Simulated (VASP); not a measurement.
Here is a VASP 6.6.1 calculation.

The input INCAR:

```
SYSTEM = GaN
PREC     = Accurate       ! precision mode
ENCUT    = 600            ! plane-wave cutoff, eV
EDIFF    = 1E-6           ! SCF threshold, eV
ISMEAR   = 0              ! smearing method
SIGMA    = 0.01           ! smearing width, eV
LREAL    = .False.        ! projectors in reciprocal space
LASPH    = .True.         ! aspherical terms in the spheres
NELM     = 120            ! most SCF steps
ALGO     = Normal         ! electronic algorithm
ISIF     = 2              ! what is computed and relaxed
LWAVE    = .False.        ! write WAVECAR
LCHARG   = .True.         ! write CHGCAR
GGA      = CA             ! functional
LELF     = .True.         ! ELF
LVHAR    = .True.       
NBANDS   = 16             ! bands
GGA_COMPAT= .False.
```

File KPOINTS:

```
Automatic mesh
0
Gamma
  4 4 4
  0 0 0
```

POSCAR

```
GaN
1.0
    0.0000000000      2.1085152350      2.1085152350
    2.1085152350      0.0000000000      2.1085152350
    2.1085152350      2.1085152350      0.0000000000
Ga N
1 1
Direct
    0.0000000000      0.0000000000      0.0000000000
    0.5000000000      0.5000000000      0.5000000000
```

Potentials or basis: VASP PAW LDA potentials, release 64 (Ga_d, N).

Command:

```console
$ cat potpaw_LDA.64/Ga_d/POTCAR potpaw_LDA.64/N/POTCAR > POTCAR
$ mpirun -np 1 vasp_std > vasp.out
```

(1) Estimate the band gap on the k mesh.

(2) What does it give for the pressure?

Answers

(1) 0.53 eV, indirect (least direct gap 2.88 eV).

(2) -5.7 GPa.

Caveat: the k points lie up to 0.65 Å⁻¹ apart.
